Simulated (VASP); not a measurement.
# EuSb (Pm-3m) in VASP: single point with PBE

Aim: the single point of EuSb with PBE.

All numbers are computed with VASP 6.6.1; they aren't measurements. Logs are shortened: lines on timing, memory, paths and dates and some standing lists are left out, and cuts for length are marked.

## Step 1: The cell of the first run

Symmetry: Pm-3m, No. 221, cubic system. Conventional cell: a = 3.907 Å, b = 3.907 Å, c = 3.907 Å, α = 90.00°, β = 90.00°, γ = 90.00°. Within 4.4 Å of Eu (site symmetry m-3m) lie 8 Sb at 3.38 Å and 6 Eu at 3.91 Å. Within 4.4 Å of Sb (site symmetry m-3m) lie 8 Eu at 3.38 Å and 6 Sb at 3.91 Å.

## Step 2: Single point, PBE, collinear spin, antiferromagnetic start (volume scaled by 0.980)

Contents of INCAR:

```
SYSTEM = EuSb
ALGO = Normal
EDIFF = 1E-7
ENCUT = 520
GGA = PE
ISIF = 2
ISMEAR = 0
ISPIN = 2
LASPH = .TRUE.
LCHARG = .FALSE.
LMAXMIX = 6
LORBIT = 11
LREAL = .FALSE.
LWAVE = .FALSE.
MAGMOM = 7.49 -7.49 0 0
NBANDS = 34
NELM = 150
PREC = Accurate
SIGMA = 0.05
```

Contents of KPOINTS:

```
k-points
0
G
  10 10 5
  0 0 0
```

Contents of POSCAR:

```
EuSb
1.0
    3.9072712516      0.0000000000      0.0000000000
    0.0000000000      3.9072712516      0.0000000000
    0.0000000000      0.0000000000      7.8145425033
Eu Sb
2 2
Direct
    0.0000000000      0.0000000000      0.0000000000
    0.0000000000      0.0000000000      0.5000000000
    0.5000000000      0.5000000000      0.2500000000
    0.5000000000      0.5000000000      0.7500000000
```

Potentials or basis: VASP PAW PBE potentials, release 64 (Eu, Sb).

Run with:

```bash
$ cat potpaw_PBE.64/Eu/POTCAR potpaw_PBE.64/Sb/POTCAR > POTCAR
$ mpirun -np 1 vasp_std > vasp.out
```

OUTCAR:

```text
SYSTEM = EuSb
   EDIFF = 1E-7
   ENCUT = 520
   GGA = PE
   ISIF = 2
   ISMEAR = 0
   ISPIN = 2
   LASPH = .TRUE.
   LORBIT = 11
   LREAL = .FALSE.
   NELM = 150
   PREC = Accurate

 ion  position               nearest neighbor table
   1  0.000  0.000  0.000-   3 3.38   4 3.38   3 3.38   4 3.38   3 3.38   4 3.38   3 3.38   4 3.38

   2  0.000  0.000  0.500-   3 3.38   4 3.38   3 3.38   4 3.38   3 3.38   4 3.38   3 3.38   4 3.38

   3  0.500  0.500  0.250-   1 3.38   2 3.38   1 3.38   2 3.38   1 3.38   2 3.38   1 3.38   2 3.38

   4  0.500  0.500  0.750-   1 3.38   2 3.38   1 3.38   2 3.38   1 3.38   2 3.38   1 3.38   2 3.38

  LATTYP: Found a simple tetragonal cell.
 ALAT       =     3.9072712516
 C/A-ratio  =     2.0000000000

  Lattice vectors:

 A1 = (   3.9072712516,   0.0000000000,   0.0000000000)
 A2 = (   0.0000000000,   3.9072712516,   0.0000000000)
 A3 = (   0.0000000000,   0.0000000000,   7.8145425033)

Analysis of symmetry for initial positions (statically):
=====================================================================
 Subroutine PRICEL returns following result:

  LATTYP: Found a simple cubic cell.
 ALAT       =     3.9072712516
[... 12 lines left out ...]
 Subroutine GETGRP returns: Found 16 space group operations
 (whereof 16 operations were pure point group operations)
 out of a pool of 16 trial point group operations.

The static configuration has the point symmetry D_4h.

Analysis of symmetry for dynamics (positions and initial velocities):
=====================================================================
 Subroutine PRICEL returns following result:

  LATTYP: Found a simple cubic cell.
 ALAT       =     3.9072712516
[... 12 lines left out ...]
 Subroutine GETGRP returns: Found 16 space group operations
 (whereof 16 operations were pure point group operations)
 out of a pool of 16 trial point group operations.

The dynamic configuration has the point symmetry D_4h.

Analysis of structural, dynamic, and magnetic symmetry:
=====================================================================
 Subroutine PRICEL returns following result:

  LATTYP: Found a simple cubic cell.
 ALAT       =     3.9072712516
[... 12 lines left out ...]
 Subroutine GETGRP returns: Found 16 space group operations
 (whereof 16 operations were pure point group operations)
 out of a pool of 16 trial point group operations.

The overall configuration has the point symmetry D_4h.

 Subroutine INISYM returns: Found 16 space group operations
 (whereof 16 operations are pure point group operations),
 and found     2 'primitive' translations

----------------------------------------------------------------------------------------

                                     Primitive cell
[... 120 lines left out ...]
   LEPSILON=     F    determine dielectric tensor
   LRPA    =     F    only Hartree local field effects (RPA)
 spin polarized calculation
 Gauss-broadening in eV      SIGMA  =   0.05
  energy-cutoff  :      520.00
  volume of cell :      119.30
 maximum number of plane-waves:      3268
 NGX is ok and might be reduce to    30
   NGX = 15   NGY = 15   NGZ = 29

 number of electron      43.9999992 magnetization      -0.0000000

 number of electron      43.9999992 magnetization       0.0000000

 Free energy of the ion-electron system (eV)
  ---------------------------------------------------
  ext. energy  EPLUGINS =         0.00000000
  ---------------------------------------------------
  free energy    TOTEN  =       -34.72044161 eV

  energy without entropy =      -34.71477108  energy(sigma->0) =      -34.71760635

 E-fermi :   5.2233     XC(G=0):  -9.9875

 val. band max:        5.2213470996   @ k =   0.5000   0.4000   0.4000
 cond. band min:       5.2271215886   @ k =   0.0000   0.0000   0.4000
 fundamental gap:      0.0057744890
 Fermi energy:         5.2232785443

 spin component 1

 k-point     1 :       0.0000    0.0000    0.0000
  band No.  band energies     occupation
      1     -36.2028      1.00000
      2     -33.1364      1.00000
      3     -15.0096      1.00000
      4     -14.8496      1.00000
      5     -14.8496      1.00000
      6     -12.8057      1.00000
[... 877 lines left out ...]
     33       9.5789      0.00000
     34       9.6543      0.00000

 [... further k-points ...]

 spin component 2

 k-point     1 :       0.0000    0.0000    0.0000
  band No.  band energies     occupation
      1     -36.2028      1.00000
      2     -33.1364      1.00000
      3     -15.0096      1.00000
      4     -14.8496      1.00000
      5     -14.8496      1.00000
      6     -12.8057      1.00000
[... 877 lines left out ...]
     33       9.5673      0.00000
     34       9.6536      0.00000

 [... further k-points ...]
[... 5 lines left out ...]
  --------------------------------------------------------------------------------------
  -------------------------------------------------------------------------------------
  Total        0.5402587      0.5402587      0.4718857      0.0000000      0.0000000      0.0000000
  in kB        7.2554048      7.2554048      6.3371898      0.0000000      0.0000000      0.0000000
  external PRESSURE =       6.9493331 kB  Pullay stress =       0.0000000 kB

 VOLUME and BASIS-vectors are now :
 -----------------------------------------------------------------------------
  energy-cutoff  :      520.00
  volume of cell :      119.30
      direct lattice vectors                 reciprocal lattice vectors
     3.907271252  0.000000000  0.000000000     0.255933089  0.000000000  0.000000000
     0.000000000  3.907271252  0.000000000     0.000000000  0.255933089  0.000000000
     0.000000000  0.000000000  7.814542503     0.000000000  0.000000000  0.127966544

 POSITION                                       TOTAL-FORCE (eV/Angst)
 -----------------------------------------------------------------------------------
      0.00000      0.00000      0.00000        -0.000000      0.000000      0.000000
      0.00000      0.00000      3.90727        -0.000000      0.000000      0.000000
      1.95364      1.95364      1.95364         0.000000      0.000000     -0.000000
      1.95364      1.95364      5.86091         0.000000      0.000000     -0.000000
 -----------------------------------------------------------------------------------
    total drift:                                0.000000     -0.000000      0.000000

  FREE ENERGIE OF THE ION-ELECTRON SYSTEM (eV)
  ---------------------------------------------------
  free  energy   TOTEN  =       -34.7204416095 eV

  energy  without entropy=      -34.7147710817  energy(sigma->0) =      -34.71760635

 total charge

# of ion       s       p       d       f       tot
--------------------------------------------------
    1        2.041   5.737   0.358   6.589  14.724
    2        2.041   5.737   0.358   6.589  14.724
    3        1.152   1.308   0.015   0.000   2.474
    4        1.152   1.308   0.015   0.000   2.474
--------------------------------------------------
tot          6.385  14.089   0.746  13.178  34.398

 magnetization (x)

# of ion       s       p       d       f       tot
--------------------------------------------------
    1       -0.008  -0.104   0.106   6.559   6.552
    2        0.008   0.104  -0.106  -6.559  -6.552
    3        0.000   0.000   0.000   0.000   0.000
    4        0.000   0.000   0.000   0.000   0.000
--------------------------------------------------
tot          0.000   0.000   0.000   0.000   0.000
```

OSZICAR:

```text
N       E                     dE             d eps       ncg     rms          rms(c)
DAV:   1     0.358911589716E+03    0.35891E+03   -0.14811E+04 11082   0.486E+03
DAV:   2     0.741912512060E+02   -0.28472E+03   -0.24309E+03 12288   0.453E+02
DAV:   3    -0.171407184871E+02   -0.91332E+02   -0.88334E+02 12754   0.225E+02
[... 14 lines left out ...]
DAV:  18    -0.347204379514E+02    0.28559E-04   -0.95952E-05 14976   0.238E-01    0.113E-01
DAV:  19    -0.347204400557E+02   -0.21043E-05   -0.31607E-05 16560   0.754E-02    0.736E-02
DAV:  20    -0.347204413314E+02   -0.12757E-05   -0.12840E-05 14920   0.157E-02    0.369E-02
DAV:  21    -0.347204415713E+02   -0.23982E-06   -0.30136E-06 16136   0.124E-02    0.238E-02
DAV:  22    -0.347204416095E+02   -0.38272E-07   -0.84149E-07 13894   0.662E-03
   1 F= -.34720442E+02 E0= -.34717606E+02  d E =-.567053E-02  mag=     0.0000
```

stdout:

```text
POSCAR found type information on POSCAR EuSb
 POSCAR found :  2 types and       4 ions
 scaLAPACK will be used
 LDA part: xc-table for (Slater+PW92), standard interpolation
 POSCAR, INCAR and KPOINTS ok, starting setup
 FFT: planning ... GRIDC
 FFT: planning ... GRID_SOFT
 FFT: planning ... GRID
 WAVECAR not read
 entering main loop
```

Run time: 19 min. Hardware: 1 thread of Intel Xeon 6975P-C, shared host; peak memory 0.56 GiB.

Results:

| Quantity | Value |
| --- | --- |
| Free energy | -34.7204 eV |
| Pressure | 0.7 GPa |
| Band gap on the k mesh | zero (filled and empty bands overlap) |
| Net moment | 0.00 μB per cell |
| Site moments | Eu +6.55, -6.55; Sb +0.00 μB |
| Valence electrons inside the program's atomic spheres | Eu 14.72; Sb 2.47 |

Stress tensor (GPa, compression positive):
```
0.73 0.00 0.00
0.00 0.73 0.00
0.00 0.00 0.63
```

Levels at points of the mesh, in eV from the Fermi level:
Spin up:
```tsv
k point	band 20	band 21	band 22	band 23	band 24	band 25
(0.00, 0.00, 0.00)	-0.26	0.07	0.21	0.75	0.77	0.77
(0.50, 0.00, 0.00)	-0.33	-0.26	-0.25	-0.01	1.17	1.71
(0.50, 0.50, 0.00)	-0.40	-0.40	-0.36	0.02	1.73	2.72
```
Spin down:
```
           k point  band 19  band 20  band 21  band 22  band 23  band 24  band 25  band 26
(0.00, 0.00, 0.00)    -0.26    -0.26     0.07     0.21     0.75     0.77     0.77     1.31
(0.50, 0.00, 0.00)    -0.38    -0.33    -0.26    -0.25    -0.01     1.17     1.71     2.64
(0.50, 0.50, 0.00)    -0.41    -0.40    -0.40    -0.36     0.02     1.73     2.72     2.72
```

Caveat: spin-orbit coupling is left out, which moves the levels of the heavy elements; without U or exact exchange the open f shell lies at the Fermi level, which spoils levels, moments and volumes.
